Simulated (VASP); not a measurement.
# Au (Pm-3m) in VASP: notebook

Runs on Au. Level: r2SCAN. Tasks: relaxation of cell and atoms.

Program: VASP 6.6.1. These are calculated values, not measurements. Logs are shortened: lines on timing, memory, paths and dates and some standing lists are left out, and cuts for length are marked.

### Step 1. The cell of the first run

It takes space group Pm-3m (No. 221, cubic). Conventional cell: a = 2.650 Å, b = 2.650 Å, c = 2.650 Å, α = 90.00°, β = 90.00°, γ = 90.00°. Au (site symmetry m-3m) has 6 Au at 2.65 Å within 3.5 Å.

### Step 2. Relaxation of cell and atoms, r2SCAN

POSCAR

```
Au
1.0
    2.6500000000      0.0000000000      0.0000000000
    0.0000000000      2.6500000000      0.0000000000
    0.0000000000      0.0000000000      2.6500000000
Au
1
Direct
    0.0000000000      0.0000000000      0.0000000000
```

INCAR.step1

```
PREC     = Accurate       # precision mode
ENCUT    = 600            # plane-wave cutoff, eV
ISMEAR   = 0              # smearing method
SIGMA    = 0.05           # smearing width, eV
LREAL    = False          # projectors in reciprocal space
LASPH    = True           # aspherical terms in the spheres
NELM     = 100            # most SCF steps
GGA      = PE             # functional
ALGO     = Normal         # electronic algorithm
EDIFF    = 1E-4           # SCF threshold, eV
LWAVE    = True           # write WAVECAR
LCHARG   = False          # write CHGCAR
```

INCAR.step2

```
PREC     = Accurate       # precision mode
ENCUT    = 600            # plane-wave cutoff, eV
EDIFF    = 1E-6           # SCF threshold, eV
ISMEAR   = 0              # smearing method
SIGMA    = 0.05           # smearing width, eV
LREAL    = False          # projectors in reciprocal space
LASPH    = True           # aspherical terms in the spheres
NELM     = 100            # most SCF steps
ALGO     = Normal         # electronic algorithm
ISIF     = 3              # what is computed and relaxed
LWAVE    = False          # write WAVECAR
LCHARG   = False          # write CHGCAR
METAGGA  = R2SCAN         # meta-GGA
LMIXTAU  = True         
IBRION   = 2              # ionic algorithm
NSW      = 80             # ionic steps
EDIFFG   = -0.03          # ionic threshold
ISTART   = 1
```

KPOINTS

```
regular mesh
0
Gamma
  8 8 8
```

Potentials or basis: VASP PAW PBE potentials, release 64 (Au).

Command:

```console
cat potpaw_PBE.64/Au/POTCAR > POTCAR
cp INCAR.step1 INCAR
mpirun -np 1 vasp_std > vasp.out
cp INCAR.step2 INCAR
mpirun -np 1 vasp_std > vasp.out
```

OUTCAR:

```text
PREC = Accurate
   ENCUT = 600
   EDIFF = 1E-6
   ISMEAR = 0
   LREAL = False
   LASPH = True
   NELM = 100
   ISIF = 3
   METAGGA = R2SCAN
   IBRION = 2
   NSW = 80
   EDIFFG = -0.03
   ISTART = 1

 ion  position               nearest neighbor table
   1  0.000  0.000  0.000-

  LATTYP: Found a simple cubic cell.
 ALAT       =     2.6500000000

  Lattice vectors:

 A1 = (   2.6500000000,   0.0000000000,   0.0000000000)
 A2 = (   0.0000000000,   2.6500000000,   0.0000000000)
 A3 = (   0.0000000000,   0.0000000000,   2.6500000000)

Analysis of symmetry for initial positions (statically):
=====================================================================
 Subroutine PRICEL returns:
 Original cell was already a primitive cell.

 Routine SETGRP: Setting up the symmetry group for a
 simple cubic supercell.

 Subroutine GETGRP returns: Found 48 space group operations
 (whereof 48 operations were pure point group operations)
 out of a pool of 48 trial point group operations.

The static configuration has the point symmetry O_h .

Analysis of symmetry for dynamics (positions and initial velocities):
=====================================================================
 Subroutine PRICEL returns:
 Original cell was already a primitive cell.

 Routine SETGRP: Setting up the symmetry group for a
 simple cubic supercell.

 Subroutine GETGRP returns: Found 48 space group operations
 (whereof 48 operations were pure point group operations)
 out of a pool of 48 trial point group operations.

The dynamic configuration has the point symmetry O_h .

 Subroutine INISYM returns: Found 48 space group operations
 (whereof 48 operations are pure point group operations),
 and found     1 'primitive' translations

----------------------------------------------------------------------------------------

                                     Primitive cell

  volume of cell :      18.6096

  direct lattice vectors                    reciprocal lattice vectors
     2.650000000  0.000000000  0.000000000     0.377358491  0.000000000  0.000000000
     0.000000000  2.650000000  0.000000000     0.000000000  0.377358491  0.000000000
     0.000000000  0.000000000  2.650000000     0.000000000  0.000000000  0.377358491

  length of vectors
     2.650000000  2.650000000  2.650000000     0.377358491  0.377358491  0.377358491
[... 88 lines left out ...]
   TEBEG  =    0.0;   TEEND  =   0.0 temperature during run
   PSTRESS=    0.0 pullay stress
   NELECT =      11.0000    total number of electrons
   NUPDOWN=      -1.0000    fix difference up-down
   EMIN   =  10.00;   EMAX   =-10.00  energy-range for DOS
   EFERMI =   0.00;   METHOD = LEGACY
   ISMEAR =     0;   SIGMA  =   0.05  broadening in eV -4-tet -1-fermi 0-gaus
   EFERMI_NEDOS =   21; number of points for ismear=-14 and -15
   IALGO  =     38    algorithm
   IMIX   =      4    mixing-type and parameters
     AMIX     =   0.40;   BMIX     =  1.00
     AMIX_MAG =   1.60;   BMIX_MAG =  1.00
  volume/ion in A,a.u.               =      18.61       125.58
  Fermi-wavevector in a.u.,A,eV,Ry     =   1.373915  2.596323 25.682933  1.887642
  Thomas-Fermi vector in A             =   2.499389
   LORBIT       =      0    0 simple, 1 ext, 2 COOP (PROOUT), +10 PAW based schemes
   METAGGA = R2SCAN    functional components
   LHFCALC =     F    Hartree Fock is set to
   AEXX    =    0.0000 exact exchange contribution
   IVDW    =     0    specifies the selected vdW correction
   LEPSILON=     F    determine dielectric tensor
   LRPA    =     F    only Hartree local field effects (RPA)
 conjugate gradient relaxation of ions
 non-spin polarized calculation
 Gauss-broadening in eV      SIGMA  =   0.05
  energy-cutoff  :      600.00
  volume of cell :       18.61
 maximum number of plane-waves:       632
 NGX is ok and might be reduce to    24
   NGX = 11   NGY = 11   NGZ = 11

--------------------------------------- Ionic step        1  -------------------------------------------

 number of electron      10.9999999 magnetization

 Free energy of the ion-electron system (eV)
  ---------------------------------------------------
  ext. energy  EPLUGINS =         0.00000000
  ---------------------------------------------------
  free energy    TOTEN  =       -50.35750697 eV

  energy without entropy =      -50.35692355  energy(sigma->0) =      -50.35721526

------------------------ aborting loop because EDIFF is reached ----------------------------------------

  FORCE on cell =-STRESS in cart. coord.  units (eV):
  Direction    XX          YY          ZZ          XY          YZ          ZX
  --------------------------------------------------------------------------------------
  -------------------------------------------------------------------------------------
  Total        1.5444316      1.5444316      1.5444316      0.0000000      0.0000000      0.0000000
  in kB      132.9663203    132.9663203    132.9663203      0.0000000      0.0000000      0.0000000
  external PRESSURE =     132.9663203 kB  Pullay stress =       0.0000000 kB
[... 92 lines left out ...]
--------------------------------------- Ionic step        4  -------------------------------------------

 number of electron      11.0000002 magnetization

 Free energy of the ion-electron system (eV)
  ---------------------------------------------------
  ext. energy  EPLUGINS =         0.00000000
  ---------------------------------------------------
  free energy    TOTEN  =       -50.41951819 eV

  energy without entropy =      -50.41900998  energy(sigma->0) =      -50.41926408

 E-fermi :   6.5868     XC(G=0): -12.3180

 val. band max:        6.2203033628   @ k =   0.5000   0.5000   0.5000
 cond. band min:       6.6356936099   @ k =   0.3750   0.2500   0.2500
 fundamental gap:      0.4153902471
 Fermi energy:         6.5867963862

 k-point     1 :       0.0000    0.0000    0.0000
  band No.  band energies     occupation
      1      -1.6861      2.00000
      2       0.4032      2.00000
      3       0.4032      2.00000
      4       4.8357      2.00000
      5       4.8357      2.00000
      6       4.8357      2.00000
      7      21.0097      0.00000
      8      21.0097      0.00000
      9      21.0097      0.00000
[... 265 lines left out ...]
 k-point    24 :       0.5000    0.3750    0.1250
  band No.  band energies     occupation
      1       0.8342      2.00000
      2       1.6767      2.00000
      3       3.0409      2.00000
      4       3.2836      2.00000
      5       5.1311      2.00000
      6       9.8403      0.00000
      7      10.5884      0.00000
      8      16.3114      0.00000
      9      19.3539      0.00000

 [... further k-points ...]
[... 5 lines left out ...]
  --------------------------------------------------------------------------------------
  -------------------------------------------------------------------------------------
  Total       -0.0048328     -0.0048328     -0.0048328     -0.0000000     -0.0000000     -0.0000000
  in kB       -0.3822837     -0.3822837     -0.3822837     -0.0000000     -0.0000000     -0.0000000
  external PRESSURE =      -0.3822837 kB  Pullay stress =       0.0000000 kB
[... 16 lines left out ...]
  FREE ENERGIE OF THE ION-ELECTRON SYSTEM (eV)
  ---------------------------------------------------
  free  energy   TOTEN  =       -50.4195181870 eV

  energy  without entropy=      -50.4190099772  energy(sigma->0) =      -50.41926408

 reached required accuracy - stopping structural energy minimisation
```

OUTCAR.step1:

```text
PREC = Accurate
   ENCUT = 600
   ISMEAR = 0
   LREAL = False
   LASPH = True
   NELM = 100
[... 503 lines left out ...]

 POSITION                                       TOTAL-FORCE (eV/Angst)
 -----------------------------------------------------------------------------------
      0.00000      0.00000      0.00000         0.000000      0.000000      0.000000
 -----------------------------------------------------------------------------------
    total drift:                                0.000000     -0.000000      0.000000

  FREE ENERGIE OF THE ION-ELECTRON SYSTEM (eV)
  ---------------------------------------------------
  free  energy   TOTEN  =        -2.9285389632 eV

  energy  without entropy=       -2.9274594486  energy(sigma->0) =       -2.92799921
```

OSZICAR.step1:

```text
N       E                     dE             d eps       ncg     rms          rms(c)
DAV:   1     0.487361359338E+02    0.48736E+02   -0.61905E+03   670   0.121E+03
DAV:   2    -0.283732146182E+01   -0.51573E+02   -0.48981E+02   644   0.214E+02
DAV:   3    -0.324012558491E+01   -0.40280E+00   -0.40263E+00   718   0.209E+01
DAV:   4    -0.324164143105E+01   -0.15158E-02   -0.15158E-02   730   0.131E+00
DAV:   5    -0.324165381977E+01   -0.12389E-04   -0.12389E-04   712   0.120E-01    0.863E+00
DAV:   6    -0.294458889658E+01    0.29706E+00   -0.97847E-01   640   0.952E+00    0.585E+00
DAV:   7    -0.293191698107E+01    0.12672E-01   -0.33835E-02   660   0.177E+00    0.324E+00
DAV:   8    -0.293006344833E+01    0.18535E-02   -0.17104E-02   644   0.133E+00    0.671E-01
DAV:   9    -0.292855609733E+01    0.15074E-02   -0.63906E-03   645   0.786E-01    0.485E-02
DAV:  10    -0.292853896322E+01    0.17134E-04   -0.24827E-05   352   0.581E-02
   1 F= -.29285390E+01 E0= -.29279992E+01  d E =-.107951E-02
```

It took 36 s on 1 thread of Intel Xeon 6975P-C (Granite Rapids), shared host; peak memory 0.16 GiB.

What came out:

- Free energy: -50.4195 eV
- Relaxed volume: 20.25 Å³/atom
- Relaxed cell: a = 2.726 Å, b = 2.726 Å, c = 2.726 Å, α = 90.00°, β = 90.00°, γ = 90.00°
- Space group after relaxing (to 0.05 Å): Pm-3m (No. 221)
- Energy gained by relaxing: 62.0 meV/atom
- Ionic steps: 4
- Pressure after relaxing: 0.0 GPa

The path:
| step | energy change (eV) | largest force (eV/Å) | pressure (GPa) | volume (Å³) |
| --- | --- | --- | --- | --- |
| 1 | 0.0000 | 0.0000 | 13.30 | 18.61 |
| 2 | 0.0527 | 0.0000 | -10.88 | 23.09 |
| 3 | -0.0620 | 0.0000 | -0.28 | 20.29 |
| 4 | -0.0620 | 0.0000 | -0.04 | 20.25 |

Final structure:
```yaml
crystal:
  lattice:
    - [2.72588, 0.00000, 0.00000]
    - [0.00000, 2.72588, 0.00000]
    - [0.00000, 0.00000, 2.72588]
  atoms:
    - { symbol: Au, position: [0.00000, 0.00000, 0.00000] }
```

Caveat: the PAW data sets were made with another functional, which shifts forces and pressure a little; spin-orbit coupling is left out, which moves the levels of the heavy elements.

### Step 3. Relaxation of cell and atoms, r2SCAN, target pressure 15 GPa, at which the enthalpy is minimised

POSCAR is that of step 2.

INCAR.step1

```
PREC = Accurate
ENCUT = 600
ISMEAR = 0
SIGMA = 0.05
LREAL = F
LASPH = T
NELM = 60
GGA = PE
ALGO = Normal
EDIFF = 1E-4
LWAVE = T
LCHARG = F
```

INCAR.step2

```
PREC = Accurate
ENCUT = 600
EDIFF = 1E-6
ISMEAR = 0
SIGMA = 0.05
LREAL = F
LASPH = T
NELM = 60
ALGO = Normal
ISIF = 3
LWAVE = F
LCHARG = F
METAGGA = R2SCAN
LMIXTAU = T
IBRION = 2
NSW = 80
EDIFFG = -0.03
PSTRESS = 150.0
ISTART = 1
```

KPOINTS is that of step 2.

Potentials or basis: VASP PAW PBE potentials, release 64 (Au).

Command:

```console
cat potpaw_PBE.64/Au/POTCAR > POTCAR
cp INCAR.step1 INCAR
mpirun -np 1 vasp_std > vasp.out
cp INCAR.step2 INCAR
mpirun -np 1 vasp_std > vasp.out
```

Wall time 26 s (1 thread of Intel Xeon 6975P-C (Granite Rapids), shared host); peak memory 0.15 GiB.

Results (log left out):

```yaml
Free_energy: -50.3432 eV
Relaxed_volume: 18.45 Å³/atom
Relaxed_cell: a = 2.642 Å, b = 2.642 Å, c = 2.642 Å, α = 90.00°, β = 90.00°, γ = 90.00°
Space_group_after_relaxing_to_0.05_Å: Pm-3m (No. 221)
Energy_change_on_relaxing_the_enthalpy_is_what_falls: +14.3 meV/atom
Ionic_steps: 3
Pressure_after_relaxing: 15.0 GPa
```

The path:
```tsv
step	energy change (eV)	largest force (eV/Å)	pressure (GPa)	volume (Å³)
1	0.0000	0.0000	13.30	18.61
2	0.0531	0.0000	19.03	18.08
3	0.0143	0.0000	14.98	18.45
```

Final structure:
```yaml
crystal:
  lattice:
    - [2.64226, 0.00000, 0.00000]
    - [0.00000, 2.64226, 0.00000]
    - [0.00000, 0.00000, 2.64226]
  atoms:
    - { symbol: Au, position: [0.00000, 0.00000, 0.00000] }
```

Levels at points of the mesh, in eV from the Fermi level:
```tsv
k point	band 1	band 2	band 3	band 4	band 5	band 6	band 7	band 8	band 9
(0.00, 0.00, 0.00)	-9.15	-6.93	-6.93	-1.75	-1.75	-1.75	14.95	14.95	14.95
(0.50, 0.00, 0.00)	-6.87	-6.44	-3.57	-3.57	-1.57	-0.96	2.54	17.18	19.80
(0.50, 0.50, 0.00)	-6.91	-5.97	-3.24	-3.24	-0.25	3.91	3.91	7.70	12.56
(0.50, 0.50, 0.50)	-6.10	-6.10	-6.10	-0.13	-0.13	9.22	9.22	9.22	10.35
```

Caveat: the cell is relaxed towards a set pressure, so the enthalpy falls and the energy may rise; the PAW data sets were made with another functional, which shifts forces and pressure a little; spin-orbit coupling is left out, which moves the levels of the heavy elements.

### Step 4. Relaxation of cell and atoms, r2SCAN, target pressure 30 GPa, at which the enthalpy is minimised

POSCAR is that of step 3.

INCAR.step1

```
PREC = Accurate
ENCUT = 600
ISMEAR = 0
SIGMA = 0.05
LREAL = False
LASPH = True
NELM = 80
GGA = PE
ALGO = Normal
EDIFF = 1E-4
LWAVE = True
LCHARG = False
```

INCAR.step2

```
PREC = Accurate
ENCUT = 600
EDIFF = 1E-6
ISMEAR = 0
SIGMA = 0.05
LREAL = False
LASPH = True
NELM = 80
ALGO = Normal
ISIF = 3
LWAVE = False
LCHARG = False
METAGGA = R2SCAN
LMIXTAU = True
IBRION = 2
NSW = 80
EDIFFG = -0.03
PSTRESS = 300.0
ISTART = 1
```

KPOINTS

```
Automatic mesh
0
Gamma
  8 8 8
```

Command:

```console
cat potpaw_PBE.64/Au/POTCAR > POTCAR
cp INCAR.step1 INCAR
mpirun -np 1 vasp_std > vasp.out
cp INCAR.step2 INCAR
mpirun -np 1 vasp_std > vasp.out
```

Run time: 49 s. Hardware: 1 thread of Intel Xeon 6975P-C (Granite Rapids), shared host; peak memory 0.16 GiB.

The run converged. Its results:

```
Free energy                                            : -50.1653 eV
Relaxed volume                                         : 17.16 Å³/atom
Relaxed cell                                           : a = 2.579 Å, b = 2.579 Å, c = 2.579 Å, α = 90.00°, β = 90.00°, γ = 90.00°
Space group after relaxing (to 0.05 Å)                 : Pm-3m (No. 221)
Energy change on relaxing (the enthalpy is what falls) : +192.2 meV/atom
Ionic steps                                            : 5
Pressure after relaxing                                : 30.1 GPa
```

Step by step:
```
step  energy change (eV)  largest force (eV/Å)  pressure (GPa)  volume (Å³)
   1              0.0000                0.0000           13.30        18.61
   2              1.6210                0.0000          128.45        13.86
   3              0.1702                0.0000           28.27        17.28
   4              0.1844                0.0000           29.39        17.20
   5              0.1922                0.0000           30.07        17.16
```

Final structure:
```xyz
1
Lattice="2.5792 0.0000 0.0000 0.0000 2.5792 0.0000 0.0000 0.0000 2.5792" Properties=species:S:1:pos:R:3 pbc="T T T"
Au    0.0000    0.0000    0.0000
```

Levels at points of the mesh, in eV from the Fermi level:
| k point | band 3 | band 4 | band 5 | band 6 | band 7 | band 8 |
| --- | --- | --- | --- | --- | --- | --- |
| (0.00, 0.00, 0.00) | -7.57 | -1.74 | -1.74 | -1.74 | 15.43 | 15.43 |
| (0.50, 0.00, 0.00) | -3.82 | -3.82 | -1.54 | -1.26 | 2.96 | 17.28 |
| (0.50, 0.50, 0.00) | -3.45 | -3.45 | -0.06 | 3.94 | 3.94 | 8.58 |
| (0.50, 0.50, 0.50) | -6.67 | 0.07 | 0.07 | 9.68 | 9.68 | 9.68 |

Caveat: the cell is relaxed towards a set pressure, so the enthalpy falls and the energy may rise; the PAW data sets were made with another functional, which shifts forces and pressure a little; spin-orbit coupling is left out, which moves the levels of the heavy elements.

(Part 1 of 2 ends here.)
